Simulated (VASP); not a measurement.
# TiTlSb2 (P4/mmm) in VASP: single point with PBE

Aim: the single point of TiTlSb2 with PBE.

Everything below comes from runs of VASP 6.6.1. Logs are shortened: lines on timing, memory, paths and dates and some standing lists are left out, and cuts for length are marked.

**1. The cell of the first run**

The structure is tetragonal, space group P4/mmm (No. 123). Conventional cell: a = 5.453 Å, b = 5.453 Å, c = 3.856 Å, α = 90.00°, β = 90.00°, γ = 90.00°. Ti (site symmetry 4/mmm) has 8 Sb at 3.34 Å and 4 Tl at 3.86 Å and 2 Ti at 3.86 Å within 4.4 Å. Tl (site symmetry 4/mmm) has 8 Sb at 3.34 Å and 4 Ti at 3.86 Å and 2 Tl at 3.86 Å within 4.4 Å. Within 4.4 Å of Sb (site symmetry mmm) lie 4 Ti at 3.34 Å and 4 Tl at 3.34 Å and 6 Sb at 3.86 Å.

**2. Single point, PBE**

Input file INCAR:

```
SYSTEM = TiTlSb2
ALGO = Normal
EDIFF = 1E-6
ENCUT = 520
GGA = PE
ISIF = 2
ISMEAR = 0
LASPH = .True.
LCHARG = .False.
LREAL = .False.
LWAVE = .False.
NBANDS = 26
NELM = 60
PREC = Accurate
SIGMA = 0.1
```

Input file KPOINTS:

```
k-points
0
Gamma
  4 4 4
  0 0 0
```

Input file POSCAR:

```
TiTlSb2
1.0
    5.4525641700      0.0000000000      0.0000000000
    0.0000000000      5.4525641700      0.0000000000
    0.0000000000      0.0000000000      3.8555451000
Ti Tl Sb
1 1 2
Direct
    0.0000000000      0.0000000000      0.5000000000
    0.5000000000      0.5000000000      0.5000000000
    0.0000000000      0.5000000000      0.0000000000
    0.5000000000      0.0000000000      0.0000000000
```

Potentials or basis: VASP PAW PBE potentials, release 64 (Ti_sv, Tl_d, Sb).

The run is started by

```bash
$ cat potpaw_PBE.64/Ti_sv/POTCAR potpaw_PBE.64/Tl_d/POTCAR potpaw_PBE.64/Sb/POTCAR > POTCAR
$ mpirun -np 1 vasp_std > vasp.out
```

OUTCAR:

```text
SYSTEM = TiTlSb2
   EDIFF = 1E-6
   ENCUT = 520
   GGA = PE
   ISIF = 2
   ISMEAR = 0
   LASPH = .True.
   LREAL = .False.
   NELM = 60
   PREC = Accurate

 ion  position               nearest neighbor table
   1  0.000  0.000  0.500-   3 3.34   4 3.34   3 3.34   4 3.34   3 3.34   3 3.34   4 3.34   4 3.34

   2  0.500  0.500  0.500-   3 3.34   4 3.34   3 3.34   4 3.34   4 3.34   4 3.34   3 3.34   3 3.34

   3  0.000  0.500  0.000-   1 3.34   2 3.34   1 3.34   2 3.34   1 3.34   1 3.34   2 3.34   2 3.34

   4  0.500  0.000  0.000-   1 3.34   2 3.34   1 3.34   2 3.34   2 3.34   2 3.34   1 3.34   1 3.34

  LATTYP: Found a simple tetragonal cell.
 ALAT       =     5.4525641700
 C/A-ratio  =     0.7071067813

  Lattice vectors:

 A1 = (   5.4525641700,   0.0000000000,   0.0000000000)
 A2 = (   0.0000000000,   5.4525641700,   0.0000000000)
 A3 = (   0.0000000000,   0.0000000000,   3.8555451000)

Analysis of symmetry for initial positions (statically):
=====================================================================
 Subroutine PRICEL returns:
 Original cell was already a primitive cell.

 Routine SETGRP: Setting up the symmetry group for a
 simple tetragonal supercell.

 Subroutine GETGRP returns: Found 16 space group operations
 (whereof 16 operations were pure point group operations)
 out of a pool of 16 trial point group operations.

The static configuration has the point symmetry D_4h.

Analysis of symmetry for dynamics (positions and initial velocities):
=====================================================================
 Subroutine PRICEL returns:
 Original cell was already a primitive cell.

 Routine SETGRP: Setting up the symmetry group for a
 simple tetragonal supercell.

 Subroutine GETGRP returns: Found 16 space group operations
 (whereof 16 operations were pure point group operations)
 out of a pool of 16 trial point group operations.

The dynamic configuration has the point symmetry D_4h.

 Subroutine INISYM returns: Found 16 space group operations
 (whereof 16 operations are pure point group operations),
 and found     1 'primitive' translations

----------------------------------------------------------------------------------------

                                     Primitive cell

  volume of cell :     114.6271

  direct lattice vectors                    reciprocal lattice vectors
     5.452564170  0.000000000  0.000000000     0.183399951  0.000000000  0.000000000
     0.000000000  5.452564170  0.000000000     0.000000000  0.183399951  0.000000000
     0.000000000  0.000000000  3.855545100     0.000000000  0.000000000  0.259366698

  length of vectors
     5.452564170  5.452564170  3.855545100     0.183399951  0.183399951  0.259366698

  position of ions in fractional coordinates (direct lattice)
     0.000000000  0.000000000  0.500000000
     0.500000000  0.500000000  0.500000000
     0.000000000  0.500000000  0.000000000
     0.500000000  0.000000000  0.000000000

  ion indices of the primitive-cell ions
   primitive index   ion index
                 1           1
                 2           2
                 3           3
                 4           4

----------------------------------------------------------------------------------------

 KPOINTS: k-points

Automatic generation of k-mesh.
 Grid dimensions read from file:
 generate k-points for:    4    4    4

 Generating k-lattice:

  Cartesian coordinates                     Fractional coordinates (reciprocal lattice)
     0.045849988  0.000000000  0.000000000     0.250000000  0.000000000  0.000000000
     0.000000000  0.045849988  0.000000000     0.000000000  0.250000000  0.000000000
     0.000000000  0.000000000  0.064841674     0.000000000  0.000000000  0.250000000

  Length of vectors
     0.045849988  0.045849988  0.064841674

  Shift w.r.t. Gamma in fractional coordinates (k-lattice)
     0.000000000  0.000000000  0.000000000

 Subroutine IBZKPT returns following result:
 ===========================================

 Found     18 irreducible k-points:

 Following reciprocal coordinates:
            Coordinates               Weight
  0.000000  0.000000  0.000000      1.000000
  0.250000  0.000000  0.000000      4.000000
  0.500000  0.000000  0.000000      2.000000
  0.250000  0.250000  0.000000      4.000000
  0.500000  0.250000  0.000000      4.000000
  0.500000  0.500000  0.000000      1.000000
[... 10 lines left out ...]
  0.500000  0.250000  0.500000      4.000000
  0.500000  0.500000  0.500000      1.000000
   k-points           NKPTS =     18   k-points in BZ     NKDIM =     18   number of bands    NBANDS=     26
   number of dos      NEDOS =    301   number of ions     NIONS =      4
   total plane-waves  NPLWV =  52920
   dimension x,y,z NGX =    42 NGY =   42 NGZ =   30
   dimension x,y,z NGXF=    84 NGYF=   84 NGZF=   60
   ions per type =               1   1   2
   NGX,Y,Z   is equivalent  to a cutoff of  12.81, 12.81, 12.94 a.u.
   NGXF,Y,Z  is equivalent  to a cutoff of  25.61, 25.61, 25.87 a.u.
 SYSTEM =  TiTlSb2
   PREC   = accura    normal or accurate (medium, high low for compatibility)
   ISTART =      0    job   : 0-new  1-cont  2-samecut
   ICHARG =      2    charge: 1-file 2-atom 10-const
   ISPIN  =      1    spin polarized calculation?
   LNONCOLLINEAR =      F non collinear calculations
   LSORBIT =      F    spin-orbit coupling
   LASPH  =      T    aspherical Exc in radial PAW
   ENCUT  =  520.0 eV  38.22 Ry    6.18 a.u.  10.14 10.14  7.17*2*pi/ulx,y,z
   NELM   =     60;   NELMIN=  2; NELMDL= -5     # of ELM steps
   EDIFF  = 0.1E-05   stopping-criterion for ELM
   LREAL  =      F    real-space projection
   EDIFFG = 0.1E-04   stopping-criterion for IOM
   NSW    =      0    number of steps for IOM
   IBRION =     -1    ionic relax: 0-MD 1-quasi-New 2-CG
   NFREE  =      0    steps in history (QN), initial steepest desc. (CG)
   ISIF   =      2    stress and relaxation
   ISYM   =      2    0-nonsym 1-usesym 2-fastsym
   POTIM  = 0.5000    time-step for ionic-motion
   TEBEG  =    0.0;   TEEND  =   0.0 temperature during run
   PSTRESS=    0.0 pullay stress
   NELECT =      35.0000    total number of electrons
   NUPDOWN=      -1.0000    fix difference up-down
   EMIN   =  10.00;   EMAX   =-10.00  energy-range for DOS
   EFERMI =   0.00;   METHOD = LEGACY
   ISMEAR =     0;   SIGMA  =   0.10  broadening in eV -4-tet -1-fermi 0-gaus
   EFERMI_NEDOS =   21; number of points for ismear=-14 and -15
   IALGO  =     38    algorithm
   IMIX   =      4    mixing-type and parameters
     AMIX     =   0.40;   BMIX     =  1.00
     AMIX_MAG =   1.60;   BMIX_MAG =  1.00
  volume/ion in A,a.u.               =      28.66       193.39
  Fermi-wavevector in a.u.,A,eV,Ry     =   1.102389  2.083214 16.534651  1.215263
  Thomas-Fermi vector in A             =   2.238832
   LORBIT       =      0    0 simple, 1 ext, 2 COOP (PROOUT), +10 PAW based schemes
   GGA     = PE    functional components
   LHFCALC =     F    Hartree Fock is set to
   AEXX    =    0.0000 exact exchange contribution
   IVDW    =     0    specifies the selected vdW correction
   LEPSILON=     F    determine dielectric tensor
   LRPA    =     F    only Hartree local field effects (RPA)
 non-spin polarized calculation
 Gauss-broadening in eV      SIGMA  =   0.10
  energy-cutoff  :      520.00
  volume of cell :      114.63
 maximum number of plane-waves:      3112
 NGX is ok and might be reduce to    42
   NGX = 21   NGY = 21   NGZ = 15

 number of electron      34.9999994 magnetization

 Free energy of the ion-electron system (eV)
  ---------------------------------------------------
  ext. energy  EPLUGINS =         0.00000000
  ---------------------------------------------------
  free energy    TOTEN  =       -17.06739669 eV

  energy without entropy =      -17.03506606  energy(sigma->0) =      -17.05123138

 E-fermi :   6.4383     XC(G=0):  -9.8340

 val. band max:        6.4123639962   @ k =   0.5000   0.2500   0.0000
 cond. band min:       6.4428162624   @ k =   0.2500   0.0000   0.2500
 fundamental gap:      0.0304522662
 Fermi energy:         6.4383015786

 k-point     1 :       0.0000    0.0000    0.0000
  band No.  band energies     occupation
      1     -51.4400      2.00000
      2     -27.6997      2.00000
      3     -27.6997      2.00000
      4     -27.6317      2.00000
      5      -4.8110      2.00000
      6      -4.7526      2.00000
[... 18 lines left out ...]
     25      11.9900      0.00000
     26      12.0201      0.00000

 k-point     2 :       0.2500    0.0000    0.0000
  band No.  band energies     occupation
      1     -51.4400      2.00000
      2     -27.6998      2.00000
      3     -27.6997      2.00000
      4     -27.6317      2.00000
      5      -4.7888      2.00000
      6      -4.7510      2.00000
[... 18 lines left out ...]
     25      11.4726      0.00000
     26      12.4780      0.00000

 k-point     3 :       0.5000    0.0000    0.0000
  band No.  band energies     occupation
      1     -51.4400      2.00000
      2     -27.6999      2.00000
      3     -27.6997      2.00000
      4     -27.6317      2.00000
      5      -4.7729      2.00000
      6      -4.7493      2.00000
[... 18 lines left out ...]
     25      11.0208      0.00000
     26      11.1376      0.00000

 k-point     4 :       0.2500    0.2500    0.0000
  band No.  band energies     occupation
      1     -51.4400      2.00000
      2     -27.6998      2.00000
      3     -27.6998      2.00000
      4     -27.6317      2.00000
      5      -4.7505      2.00000
      6      -4.7486      2.00000
[... 18 lines left out ...]
     25      11.2846      0.00000
     26      11.8000      0.00000
[... 322 lines left out ...]
      1     -51.4392      2.00000
      2     -27.6982      2.00000
      3     -27.6982      2.00000
      4     -27.6482      2.00000
      5      -4.8101      2.00000
      6      -4.7997      2.00000
[... 18 lines left out ...]
     25       9.8477      0.00000
     26       9.8880      0.00000

 k-point    17 :       0.5000    0.2500    0.5000
  band No.  band energies     occupation
      1     -51.4392      2.00000
      2     -27.6984      2.00000
      3     -27.6982      2.00000
      4     -27.6482      2.00000
      5      -4.8585      2.00000
      6      -4.8021      2.00000
[... 18 lines left out ...]
     25      10.3607      0.00000
     26      11.3417      0.00000

 k-point    18 :       0.5000    0.5000    0.5000
  band No.  band energies     occupation
      1     -51.4392      2.00000
      2     -27.6983      2.00000
      3     -27.6983      2.00000
      4     -27.6482      2.00000
      5      -4.8555      2.00000
      6      -4.8555      2.00000
[... 18 lines left out ...]
     25      12.2732      0.00000
     26      12.3606      0.00000

------------------------ aborting loop because EDIFF is reached ----------------------------------------

  FORCE on cell =-STRESS in cart. coord.  units (eV):
  Direction    XX          YY          ZZ          XY          YZ          ZX
  --------------------------------------------------------------------------------------
  -------------------------------------------------------------------------------------
  Total       -4.7730640     -4.7730640     -4.7130803      0.0000000      0.0000000     -0.0000000
  in kB      -66.7145380    -66.7145380    -65.8761278      0.0000000      0.0000000     -0.0000000
  external PRESSURE =     -66.4350679 kB  Pullay stress =       0.0000000 kB

 VOLUME and BASIS-vectors are now :
 -----------------------------------------------------------------------------
  energy-cutoff  :      520.00
  volume of cell :      114.63
      direct lattice vectors                 reciprocal lattice vectors
     5.452564170  0.000000000  0.000000000     0.183399951  0.000000000  0.000000000
     0.000000000  5.452564170  0.000000000     0.000000000  0.183399951  0.000000000
     0.000000000  0.000000000  3.855545100     0.000000000  0.000000000  0.259366698

 POSITION                                       TOTAL-FORCE (eV/Angst)
 -----------------------------------------------------------------------------------
      0.00000      0.00000      1.92777         0.000000      0.000000      0.000000
      2.72628      2.72628      1.92777         0.000000      0.000000      0.000000
      0.00000      2.72628      0.00000         0.000000      0.000000      0.000000
      2.72628      0.00000      0.00000         0.000000      0.000000      0.000000
 -----------------------------------------------------------------------------------
    total drift:                                0.000000     -0.000000     -0.000000

  FREE ENERGIE OF THE ION-ELECTRON SYSTEM (eV)
  ---------------------------------------------------
  free  energy   TOTEN  =       -17.0673966879 eV

  energy  without entropy=      -17.0350660623  energy(sigma->0) =      -17.05123138
```

Run time: 49 s. Hardware: 1 thread of AMD EPYC 7R13 (Zen 3), shared host; peak memory 0.22 GiB.

Results:

- Free energy: -17.0674 eV
- Pressure: -6.6 GPa

Levels at points of the mesh, in eV from the Fermi level:
```
           k point  band 15  band 16  band 17  band 18  band 19  band 20
(0.00, 0.00, 0.00)    -0.41    -0.12    -0.07    -0.07     0.04     0.41
(0.50, 0.00, 0.00)    -1.96    -0.47    -0.30     0.41     0.74     0.75
(0.50, 0.50, 0.00)    -0.27    -0.27    -0.04     0.28     1.46     1.89
(0.00, 0.00, 0.50)    -2.46    -1.05     0.26     0.47     0.47     0.62
(0.50, 0.00, 0.50)    -1.95    -1.27    -1.04    -0.49    -0.33     0.00
(0.50, 0.50, 0.50)    -3.61    -3.27    -0.22     0.16     0.44     0.44
```

Caveat: the k points lie up to 0.41 Å⁻¹ apart; spin-orbit coupling is left out, which moves the levels of the heavy elements.
